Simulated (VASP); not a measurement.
Be:

```
Be
1.0
     2.29000    0.00000    0.00000
    -1.14500    1.98320    0.00000
     0.00000    0.00000    3.58843
Be
2
Direct
  0.33333 0.66667 0.75000
  0.66667 0.33333 0.25000
```

```yaml
Program: VASP 6.6.1
Task: relaxation of cell and atoms
Functional: PBEsol
Potentials_or_basis: VASP PAW PBE potentials, release 64 (Be)
Cutoff: 600 eV
k_mesh: 20 × 20 × 12
Occupations: gaussian, width 0.05 eV
Spin: no spin polarisation
```

At the start: pressure -4.1 GPa; volume 8.15 Å³/atom.

How do energy, volume and symmetry change on relaxing?

Over 5 steps the energy falls by 3.7 meV/atom and the volume is 7.86 Å³/atom (-3.5 %); space group P6_3/mmc (No. 194, to 0.05 Å).

Step by step:
```tsv
step	energy change (eV)	largest force (eV/Å)	pressure (GPa)	volume (Å³)
1	0.0000	0.0000	-4.11	16.30
2	-0.0073	0.0000	-0.58	15.81
3	-0.0074	0.0000	-0.02	15.74
4	-0.0074	0.0000	0.07	15.72
5	-0.0075	0.0000	0.07	15.72
```

Final structure:
```yaml
crystal:
  lattice:
    - [2.26203, 0.00000, 0.00000]
    - [-1.13102, 1.95898, 0.00000]
    - [0.00000, 0.00000, 3.54797]
  atoms:
    - { symbol: Be, position: [0.33333, 0.66667, 0.75000] }
    - { symbol: Be, position: [0.66667, 0.33333, 0.25000] }
```

Caveat: the PAW data sets were made with another functional, which shifts forces and pressure a little.
